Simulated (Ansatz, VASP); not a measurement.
**One calculation of SiC, two programs**

Contents of POSCAR:

```
SiC
1.0
    3.0775550330      0.0000000000      0.0000000000
   -1.5387775165      2.6652408402      0.0000000000
    0.0000000000      0.0000000000      9.7744211025
Si C
4 4
Direct
    0.0000000000      0.0000000000     -0.0011227696
    0.3333333333      0.6666666667      0.2491302633
    0.0000000000      0.0000000000      0.4988772304
    0.6666666667      0.3333333333      0.7491302633
    0.0000000000      0.0000000000      0.1881064928
    0.3333333333      0.6666666667      0.4388860135
    0.0000000000      0.0000000000      0.6881064928
    0.6666666667      0.3333333333      0.9388860135
```

Contents of INCAR.step1:

```
SYSTEM = SiC
PREC = Accurate
ENCUT = 520
ISMEAR = 0
SIGMA = 0.01
LREAL = .FALSE.
LASPH = .TRUE.
NELM = 100
NBANDS = 26
GGA = PE
ALGO = Normal
EDIFF = 1E-4
LWAVE = .TRUE.
LCHARG = .FALSE.
```

The input INCAR.step2:

```
SYSTEM = SiC
PREC = Accurate
ENCUT = 520
EDIFF = 1E-6
ISMEAR = 0
SIGMA = 0.01
LREAL = .FALSE.
LASPH = .TRUE.
NELM = 100
ALGO = Normal
ISIF = 2
LWAVE = .FALSE.
LCHARG = .FALSE.
METAGGA = R2SCAN
LMIXTAU = .TRUE.
NBANDS = 26
ISTART = 1
```

KPOINTS

```
Automatic mesh
0
G
  12 12 4
  0 0 0
```

Input for Ansatz:

```yaml
crystal:
  lattice:
    - [3.077555033, 0.0, 0.0]
    - [-1.5387775165, 2.6652408402, 0.0]
    - [0.0, 0.0, 9.7744211025]
  atoms:
    - { symbol: Si, position: [0.0, 0.0, -0.0011227696] }
    - { symbol: Si, position: [0.3333333333, 0.6666666667, 0.2491302633] }
    - { symbol: Si, position: [0.0, 0.0, 0.4988772304] }
    - { symbol: Si, position: [0.6666666667, 0.3333333333, 0.7491302633] }
    - { symbol: C, position: [0.0, 0.0, 0.1881064928] }
    - { symbol: C, position: [0.3333333333, 0.6666666667, 0.4388860135] }
    - { symbol: C, position: [0.0, 0.0, 0.6881064928] }
    - { symbol: C, position: [0.6666666667, 0.3333333333, 0.9388860135] }
kpoints:
  mp_grid: { grid: [12, 12, 4] }
  band_path:
    path:
      - [0.0, 0.0, 0.0]
      - [0.5, 0.0, 0.0]
      - [0.3333333333, 0.3333333333, 0.0]
      - [0.0, 0.0, 0.5]
      - [0.5, 0.0, 0.5]
      - [0.3333333333, 0.3333333333, 0.5]
      - [0.0, 0.5, 0.0]
    npoints: 1
hamiltonian:
  xc: r2scan
scf:
  occupations: { method: fixed }
  n_extra_bands: 6
output:
  forces: true
  stress: true
  eigenvalues: true
```

Change from the starting cell: uniaxial_z strain -3.0%.

Alike in both runs: task single point; functional r2SCAN; k mesh 12 × 12 × 4; no spin polarisation.

|  | VASP | Ansatz |
| --- | --- | --- |
| version | VASP 6.6.1 | Ansatz 0.2.0 |
| potentials or method | VASP PAW PBE potentials, release 64 (Si, C) | plane waves, PAW |
| plane-wave cutoff (eV) | 520 | 500 |
| occupations | gaussian, width 0.01 eV | fixed |
| valence electrons in the cell | 32 | 32 |

```csv
,VASP,Ansatz,Ansatz less VASP
gap on the k mesh at the Fermi level (eV),2.48,2.47,-0.008
pressure (GPa),7.2,7.4,+0.21
"traceless stress, the component that is largest in VASP (GPa)",11.05,10.97,-0.076
```

VASP's potentials were made for PBE, not for r2SCAN.
